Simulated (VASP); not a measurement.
# NiO (R-3m) in VASP: notebook

NiO is run at these levels: PBE; tasks: electric field gradients.

Everything below comes from runs of VASP 6.6.1. Logs are shortened: lines on timing, memory, paths and dates and some standing lists are left out, and cuts for length are marked.

## Step 1: The cell of the first run

The structure is trigonal, space group R-3m (No. 166). The conventional cell has a = 3.002 Å, b = 3.002 Å, c = 7.027 Å, α = 90.00°, β = 90.00°, γ = 120.00°. Ni (site symmetry -3m) has 6 O at 2.09 Å within 2.8 Å. O (site symmetry -3m) has 6 Ni at 2.09 Å within 2.8 Å.

## Step 2: Electric field gradients, PBE, collinear spin, ferromagnetic start (equal xy, yz and zx shear strains of -3 %)

File INCAR:

```
PREC = Accurate ; ENCUT = 520
EDIFF = 1E-8 ; ISMEAR = -1
SIGMA = 0.03 ; LREAL = False
LASPH = True ; NELM = 150
ALGO = Normal ; ISIF = 2
LWAVE = False ; LCHARG = False
ISPIN = 2 ; MAGMOM = 1.5 0
LORBIT = 11 ; LMAXMIX = 4
GGA = PE ; LEFG = True
NBANDS = 19
```

File KPOINTS:

```
regular mesh
0
Gamma
  17 17 17
```

File POSCAR:

```
NiO
1.0
   -0.0627393000      2.0599403500      2.0599403500
    2.0599403500     -0.0627393000      2.0599403500
    2.0599403500      2.0599403500     -0.0627393000
Ni O
1 1
Direct
    0.0000000000      0.0000000000      0.0000000000
    0.5000000000      0.5000000000      0.5000000000
```

Potentials or basis: VASP PAW PBE potentials, release 64 (Ni, O).

On the command line:

```sh
$ cat potpaw_PBE.64/Ni/POTCAR potpaw_PBE.64/O/POTCAR > POTCAR
$ mpirun -np 1 vasp_std > vasp.out
```

OUTCAR:

```text
PREC = Accurate
   ENCUT = 520
   EDIFF = 1E-8
   ISMEAR = -1
   LREAL = False
   LASPH = True
   NELM = 150
   ISIF = 2
   ISPIN = 2
   LORBIT = 11
   GGA = PE

 ion  position               nearest neighbor table
   1  0.000  0.000  0.000-   2 2.09   2 2.09   2 2.09   2 2.09   2 2.09   2 2.09
   2  0.500  0.500  0.500-   1 2.09   1 2.09   1 2.09   1 2.09   1 2.09   1 2.09

  LATTYP: Found a trigonal (rhomboedric) cell.
 ALAT       =     2.9138710869
 COS(alpha) =     0.4693254694

  Lattice vectors:

 A1 = (  -0.0627393000,   2.0599403500,   2.0599403500)
 A2 = (   2.0599403500,  -0.0627393000,   2.0599403500)
 A3 = (   2.0599403500,   2.0599403500,  -0.0627393000)

Analysis of symmetry for initial positions (statically):
=====================================================================
 Subroutine PRICEL returns:
 Original cell was already a primitive cell.

 Routine SETGRP: Setting up the symmetry group for a
 trigonal (rhombohedral) supercell.

 Subroutine GETGRP returns: Found 12 space group operations
 (whereof 12 operations were pure point group operations)
 out of a pool of 12 trial point group operations.

The static configuration has the point symmetry D_3d.

Analysis of symmetry for dynamics (positions and initial velocities):
=====================================================================
 Subroutine PRICEL returns:
 Original cell was already a primitive cell.

 Routine SETGRP: Setting up the symmetry group for a
 trigonal (rhombohedral) supercell.

 Subroutine GETGRP returns: Found 12 space group operations
 (whereof 12 operations were pure point group operations)
 out of a pool of 12 trial point group operations.

The dynamic configuration has the point symmetry D_3d.

Analysis of structural, dynamic, and magnetic symmetry:
=====================================================================
 Subroutine PRICEL returns:
 Original cell was already a primitive cell.

 Routine SETGRP: Setting up the symmetry group for a
 trigonal (rhombohedral) supercell.

 Subroutine GETGRP returns: Found 12 space group operations
 (whereof 12 operations were pure point group operations)
 out of a pool of 12 trial point group operations.

The overall configuration has the point symmetry D_3d.

 Subroutine INISYM returns: Found 12 space group operations
 (whereof 12 operations are pure point group operations),
 and found     1 'primitive' translations

----------------------------------------------------------------------------------------

                                     Primitive cell

  volume of cell :      18.2805

  direct lattice vectors                    reciprocal lattice vectors
    -0.062739300  2.059940350  2.059940350    -0.231908777  0.239193869  0.239193869
     2.059940350 -0.062739300  2.059940350     0.239193869 -0.231908777  0.239193869
     2.059940350  2.059940350 -0.062739300     0.239193869  0.239193869 -0.231908777

  length of vectors
     2.913871087  2.913871087  2.913871087     0.410133021  0.410133021  0.410133021

  position of ions in fractional coordinates (direct lattice)
     0.000000000  0.000000000  0.000000000
     0.500000000  0.500000000  0.500000000

  ion indices of the primitive-cell ions
   primitive index   ion index
                 1           1
                 2           2

----------------------------------------------------------------------------------------

 KPOINTS: regular mesh

Automatic generation of k-mesh.
 Grid dimensions read from file:
 generate k-points for:   17   17   17

 Generating k-lattice:

  Cartesian coordinates                     Fractional coordinates (reciprocal lattice)
    -0.013641693  0.014070228  0.014070228     0.058823529  0.000000000  0.000000000
     0.014070228 -0.013641693  0.014070228     0.000000000  0.058823529  0.000000000
     0.014070228  0.014070228 -0.013641693     0.000000000  0.000000000  0.058823529
[... 60 lines left out ...]
   NSW    =      0    number of steps for IOM
   IBRION =     -1    ionic relax: 0-MD 1-quasi-New 2-CG
   NFREE  =      0    steps in history (QN), initial steepest desc. (CG)
   ISIF   =      2    stress and relaxation
   ISYM   =      2    0-nonsym 1-usesym 2-fastsym
   POTIM  = 0.5000    time-step for ionic-motion
   TEBEG  =    0.0;   TEEND  =   0.0 temperature during run
   PSTRESS=    0.0 pullay stress
   NELECT =      16.0000    total number of electrons
   NUPDOWN=      -1.0000    fix difference up-down
   EMIN   =  10.00;   EMAX   =-10.00  energy-range for DOS
   EFERMI =   0.00;   METHOD = LEGACY
   ISMEAR =    -1;   SIGMA  =   0.03  broadening in eV -4-tet -1-fermi 0-gaus
   EFERMI_NEDOS =   21; number of points for ismear=-14 and -15
   IALGO  =     38    algorithm
   IMIX   =      4    mixing-type and parameters
     AMIX     =   0.40;   BMIX     =  1.00
     AMIX_MAG =   1.60;   BMIX_MAG =  1.00
  volume/ion in A,a.u.               =       9.14        61.68
  Fermi-wavevector in a.u.,A,eV,Ry     =   1.565976  2.959266 33.365312  2.452281
  Thomas-Fermi vector in A             =   2.668373
   LORBIT       =     11    0 simple, 1 ext, 2 COOP (PROOUT), +10 PAW based schemes
   GGA     = PE    functional components
   LHFCALC =     F    Hartree Fock is set to
   AEXX    =    0.0000 exact exchange contribution
   IVDW    =     0    specifies the selected vdW correction
   LEPSILON=     F    determine dielectric tensor
   LRPA    =     F    only Hartree local field effects (RPA)
 spin polarized calculation
  energy-cutoff  :      520.00
  volume of cell :       18.28
 maximum number of plane-waves:       515
 NGX is ok and might be reduce to    24
   NGX = 11   NGY = 11   NGZ = 11

 number of electron      16.0000011 magnetization       1.7111141

 Free energy of the ion-electron system (eV)
  ---------------------------------------------------
  ext. energy  EPLUGINS =         0.00000000
  ---------------------------------------------------
  free energy    TOTEN  =       -11.46646042 eV

  energy without entropy =      -11.46294683  energy(sigma->0) =      -11.46470363

 E-fermi :   7.8551     XC(G=0): -12.6600

 val. band max:        7.8546285178   @ k =   0.4118   0.2941   0.2353
 cond. band min:       7.8553036694   @ k =   0.1176   0.0588   0.0000
 fundamental gap:      0.0006751516
 Fermi energy:         7.8551167152

 spin component 1

 k-point     1 :       0.0000    0.0000    0.0000
  band No.  band energies     occupation
      1     -12.4917      1.00000
      2       4.7421      1.00000
      3       4.7422      1.00000
      4       4.7645      1.00000
      5       4.7645      1.00000
      6       5.0590      1.00000
[... 517 lines left out ...]
     18      35.5252      0.00000
     19      37.2210      0.00000

 [... further k-points ...]

 spin component 2

 k-point     1 :       0.0000    0.0000    0.0000
  band No.  band energies     occupation
      1     -12.0681      1.00000
      2       5.2473      1.00000
      3       5.2473      1.00000
      4       5.5642      1.00000
      5       5.9347      1.00000
      6       5.9349      1.00000
[... 517 lines left out ...]
     18      36.0804      0.00000
     19      37.7992      0.00000

 [... further k-points ...]

------------------------ aborting loop because EDIFF is reached ----------------------------------------

  FORCE on cell =-STRESS in cart. coord.  units (eV):
  Direction    XX          YY          ZZ          XY          YZ          ZX
  --------------------------------------------------------------------------------------
  -------------------------------------------------------------------------------------
  Total        0.4318816      0.4318816      0.4318816      0.1931852      0.1931852      0.1931852
  in kB       37.8517754     37.8517754     37.8517754     16.9315018     16.9315018     16.9315018
  external PRESSURE =      37.8517754 kB  Pullay stress =       0.0000000 kB

 VOLUME and BASIS-vectors are now :
 -----------------------------------------------------------------------------
  energy-cutoff  :      520.00
  volume of cell :       18.28
      direct lattice vectors                 reciprocal lattice vectors
    -0.062739300  2.059940350  2.059940350    -0.231908777  0.239193869  0.239193869
     2.059940350 -0.062739300  2.059940350     0.239193869 -0.231908777  0.239193869
     2.059940350  2.059940350 -0.062739300     0.239193869  0.239193869 -0.231908777

 POSITION                                       TOTAL-FORCE (eV/Angst)
 -----------------------------------------------------------------------------------
      0.00000      0.00000      0.00000        -0.000000      0.000000      0.000000
      2.02857      2.02857      2.02857         0.000000     -0.000000     -0.000000
 -----------------------------------------------------------------------------------
    total drift:                                0.000000     -0.000000     -0.000000

  FREE ENERGIE OF THE ION-ELECTRON SYSTEM (eV)
  ---------------------------------------------------
  free  energy   TOTEN  =       -11.4664604248 eV

  energy  without entropy=      -11.4629468326  energy(sigma->0) =      -11.46470363

 Electric field gradients (V/A^2)
---------------------------------------------------------------------
 ion       V_xx      V_yy      V_zz      V_xy      V_xz      V_yz
---------------------------------------------------------------------
   1       0.000     0.000    -0.000    -3.706    -3.706    -3.706
   2      -0.000    -0.000    -0.000    -6.159    -6.159    -6.159
---------------------------------------------------------------------

 Electric field gradients after diagonalization (V/A^2)
 (convention: |V_zz| > |V_xx| > |V_yy|)
----------------------------------------------------------------------
 ion       V_xx      V_yy      V_zz     asymmetry (V_yy - V_xx)/ V_zz
----------------------------------------------------------------------
   1       3.706     3.706    -7.411       0.000
   2       6.159     6.159   -12.317       0.000
----------------------------------------------------------------------

           NMR quadrupolar parameters

 Cq : quadrupolar parameter    Cq=e*Q*V_zz/h
 eta: asymmetry parameters     (V_yy - V_xx)/ V_zz
 Q  : nuclear electric quadrupole moment in mb (millibarn)
----------------------------------------------------------------------
 ion       Cq(MHz)       eta       Q (mb)
----------------------------------------------------------------------
   1      -0.018       0.000       1.000
   2      -0.030       0.000       1.000
----------------------------------------------------------------------

 total charge

# of ion       s       p       d       tot
------------------------------------------
    1        0.331   0.401   8.248   8.980
    2        1.557   3.418   0.000   4.976
--------------------------------------------------
tot          1.888   3.820   8.248  13.955

 magnetization (x)

# of ion       s       p       d       tot
------------------------------------------
    1        0.011   0.015   1.384   1.410
    2        0.028   0.231   0.000   0.258
--------------------------------------------------
tot          0.039   0.246   1.384   1.669
```

It took 8.5 min on 1 thread of Intel Xeon 8259CL, shared host; peak memory 0.37 GiB.

Results:

| Quantity | Value |
| --- | --- |
| Free energy | -11.4665 eV |
| Pressure | 3.8 GPa |
| Net moment | 1.71 μB per cell |
| Site moments | Ni +1.41; O +0.26 μB |
| Largest electric field gradient by atom | Ni -7.4; O -12.3 V/Å² |
| Valence electrons inside the program's atomic spheres | Ni 8.98; O 4.98 |

Electric field gradients, principal values (V/Å²):
| atom | least | middle | greatest (by size) |
| --- | --- | --- | --- |
| 1 Ni | 3.706 | 3.706 | -7.411 |
| 2 O | 6.159 | 6.159 | -12.317 |

Caveat: the cell differs from its parent crystal (equal xy, yz and zx shear strains of -3 %); the cell stands under pressure; without QUAD_EFG the Cq values of the log hold for a quadrupole moment of 1 mb, not for the nuclei; a cell with one magnetic atom can't hold antiferromagnetic order, which such compounds often take; semilocal functionals often make such compounds metallic where correlation or magnetic order opens a gap, which also shifts bond lengths.

## Step 3: Electric field gradients, PBE, collinear spin, ferromagnetic start (equal xy, yz and zx shear strains of +1 %)

File INCAR:

```
PREC = Accurate
ENCUT = 520
EDIFF = 1E-8
ISMEAR = -1
SIGMA = 0.03
LREAL = F
LASPH = T
NELM = 150
ALGO = Normal
ISIF = 2
LWAVE = F
LCHARG = F
ISPIN = 2
MAGMOM = 1.5 0
LORBIT = 11
LMAXMIX = 4
GGA = PE
LEFG = T
NBANDS = 19
```

KPOINTS is that of step 2.

File POSCAR:

```
NiO
1.0
    0.0209131000      2.1017665500      2.1017665500
    2.1017665500      0.0209131000      2.1017665500
    2.1017665500      2.1017665500      0.0209131000
Ni O
1 1
Direct
    0.0000000000      0.0000000000      0.0000000000
    0.5000000000      0.5000000000      0.5000000000
```

Potentials or basis: VASP PAW PBE potentials, release 64 (Ni, O).

On the command line:

```sh
$ cat potpaw_PBE.64/Ni/POTCAR potpaw_PBE.64/O/POTCAR > POTCAR
$ mpirun -np 1 vasp_std > vasp.out
```

OUTCAR:

```text
PREC = Accurate
   ENCUT = 520
   EDIFF = 1E-8
   ISMEAR = -1
   LREAL = F
   LASPH = T
   NELM = 150
   ISIF = 2
   ISPIN = 2
   LORBIT = 11
   GGA = PE

 ion  position               nearest neighbor table
   1  0.000  0.000  0.000-   2 2.09   2 2.09   2 2.09   2 2.09   2 2.09   2 2.09
   2  0.500  0.500  0.500-   1 2.09   1 2.09   1 2.09   1 2.09   1 2.09   1 2.09

  LATTYP: Found a trigonal (rhomboedric) cell.
 ALAT       =     2.9724203302
 COS(alpha) =     0.5099250056

  Lattice vectors:

 A1 = (   0.0209131000,   2.1017665500,   2.1017665500)
 A2 = (   2.1017665500,   0.0209131000,   2.1017665500)
 A3 = (   2.1017665500,   2.1017665500,   0.0209131000)

[... 1298 lines left out ...]

 Electric field gradients after diagonalization (V/A^2)
 (convention: |V_zz| > |V_xx| > |V_yy|)
----------------------------------------------------------------------
 ion       V_xx      V_yy      V_zz     asymmetry (V_yy - V_xx)/ V_zz
----------------------------------------------------------------------
   1      -1.236    -1.236     2.472       0.000
   2      -2.112    -2.112     4.225       0.000
----------------------------------------------------------------------

           NMR quadrupolar parameters

 Cq : quadrupolar parameter    Cq=e*Q*V_zz/h
 eta: asymmetry parameters     (V_yy - V_xx)/ V_zz
 Q  : nuclear electric quadrupole moment in mb (millibarn)
----------------------------------------------------------------------
 ion       Cq(MHz)       eta       Q (mb)
----------------------------------------------------------------------
   1       0.006       0.000       1.000
   2       0.010       0.000       1.000
----------------------------------------------------------------------

 total charge

# of ion       s       p       d       tot
------------------------------------------
    1        0.330   0.401   8.248   8.980
    2        1.557   3.419   0.000   4.976
--------------------------------------------------
tot          1.887   3.820   8.248  13.956

 magnetization (x)

# of ion       s       p       d       tot
------------------------------------------
    1        0.011   0.015   1.385   1.411
    2        0.028   0.230   0.000   0.257
--------------------------------------------------
tot          0.039   0.245   1.385   1.669
```

stdout:

```text
POSCAR found type information on POSCAR NiO
 POSCAR found :  2 types and       2 ions
 scaLAPACK will be used
 LDA part: xc-table for (Slater+PW92), standard interpolation
 POSCAR, INCAR and KPOINTS ok, starting setup
 FFT: planning ... GRIDC
 FFT: planning ... GRID_SOFT
 FFT: planning ... GRID
 WAVECAR not read
 entering main loop
ion   1

ion   2
```

It took 13 min on 1 thread of AMD EPYC 7R43 (Zen 3), shared host; peak memory 0.32 GiB.

What came out:

```yaml
Free_energy: -11.4746 eV
Pressure: 3.8 GPa
Net_moment: 1.71 μB per cell
Site_moments: Ni +1.41; O +0.26 μB
Largest_electric_field_gradient_by_atom: Ni +2.5; O +4.2 V/Å²
Valence_electrons_inside_the_program's_atomic_spheres: Ni 8.98; O 4.98
```

Stress tensor (GPa, compression positive):
```
 3.79 -0.58 -0.58
-0.58  3.79 -0.58
-0.58 -0.58  3.79
```

Electric field gradients, principal values (V/Å²):
```csv
atom,least,middle,greatest (by size)
1 Ni,-1.236,-1.236,2.472
2 O,-2.112,-2.112,4.225
```

Caveat: the cell differs from its parent crystal (equal xy, yz and zx shear strains of +1 %); the cell stands under pressure; without QUAD_EFG the Cq values of the log hold for a quadrupole moment of 1 mb, not for the nuclei; a cell with one magnetic atom can't hold antiferromagnetic order, which such compounds often take; semilocal functionals often make such compounds metallic where correlation or magnetic order opens a gap, which also shifts bond lengths.
